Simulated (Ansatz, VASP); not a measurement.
# CsSnI3: VASP beside Ansatz

File POSCAR:

```
CsSnI3
1.0
    6.2413961542      0.0000000000      0.0000000000
    0.0000000000      6.2413961542      0.0000000000
    0.0000000000      0.0000000000      6.2413961542
Cs Sn I
1 1 3
Direct
    0.0000000000      0.0000000000      0.0000000000
    0.5000000000      0.5000000000      0.5000000000
    0.0000000000      0.5000000000      0.5000000000
    0.5000000000      0.0000000000      0.5000000000
    0.5000000000      0.5000000000      0.0000000000
```

INCAR.step1

```
ALGO     = Normal         # electronic algorithm
EDIFF    = 1E-5           # SCF threshold, eV
ENCUT    = 520            # plane-wave cutoff, eV
GGA      = PE             # functional
ISIF     = 2              # what is computed and relaxed
ISMEAR   = 0              # smearing method
LASPH    = T              # aspherical terms in the spheres
LCHARG   = F              # write CHGCAR
LREAL    = F              # projectors in reciprocal space
LWAVE    = T              # write WAVECAR
NBANDS   = 30             # bands
NELM     = 100            # most SCF steps
PREC     = Accurate       # precision mode
SIGMA    = 0.01           # smearing width, eV
```

INCAR.step2

```
ALGO     = Normal         # electronic algorithm
EDIFF    = 1E-6           # SCF threshold, eV
ENCUT    = 520            # plane-wave cutoff, eV
GGA      = PE             # functional
HFSCREEN = 0.2079         # screening, 1/A
ISIF     = 2              # what is computed and relaxed
ISMEAR   = 0              # smearing method
ISTART   = 1            
LASPH    = T              # aspherical terms in the spheres
LCHARG   = F              # write CHGCAR
LHFCALC  = T              # exact exchange
LREAL    = F              # projectors in reciprocal space
LWAVE    = F              # write WAVECAR
NBANDS   = 30             # bands
NELM     = 100            # most SCF steps
PREC     = Accurate       # precision mode
PRECFOCK = Fast         
SIGMA    = 0.01           # smearing width, eV
```

The input KPOINTS:

```
k-points
0
Gamma
  2 2 2
```

Input for Ansatz:

```yaml
crystal:
  lattice:
    - [6.2413961542, 0.0, 0.0]
    - [0.0, 6.2413961542, 0.0]
    - [0.0, 0.0, 6.2413961542]
  atoms:
    - { symbol: Cs, position: [0.0, 0.0, 0.0] }
    - { symbol: Sn, position: [0.5, 0.5, 0.5] }
    - { symbol: I, position: [0.0, 0.5, 0.5] }
    - { symbol: I, position: [0.5, 0.0, 0.5] }
    - { symbol: I, position: [0.5, 0.5, 0.0] }
kpoints:
  mp_grid: { grid: [2, 2, 2] }
  band_path:
    path: [[0.0, 0.0, 0.0], [0.0, 0.5, 0.0], [0.5, 0.5, 0.0], [0.5, 0.5, 0.5]]
    npoints: 1
hamiltonian:
  xc: hse06
scf:
  occupations: { method: fixed }
  n_extra_bands: 5
output:
  forces: true
  stress: true
  eigenvalues: true
  write_density: true
  write_potential: true
  elf: true
  volumetric_format: npy
```

Alike in both runs: task single point; functional HSE06; k mesh 2 × 2 × 2; no spin polarisation.

|  | VASP | Ansatz |
| --- | --- | --- |
| version | VASP 6.6.1 | Ansatz 0.2.0 |
| potentials or method | VASP PAW PBE potentials, release 64 (Cs_sv, Sn_d, I) | plane waves, PAW |
| plane-wave cutoff (eV) | 520 | 420 |
| occupations | gaussian, width 0.01 eV | fixed |
| valence electrons in the cell | 44 | 74 |

```csv
,VASP,Ansatz,Ansatz less VASP
gap on the k mesh at the Fermi level (eV),0.85,0.85,-0.002
pressure (GPa),1.4,1.4,+0.04
```

VASP's potentials hold 44 valence electrons a cell and Ansatz's 74, so a difference there can come from the potentials and not from the codes. Ansatz's warnings: stress exchange threshold loose, stress scf threshold loose.

The k mesh is coarse, so the values compare programs but aren't converged. Neither program's run includes spin-orbit coupling.
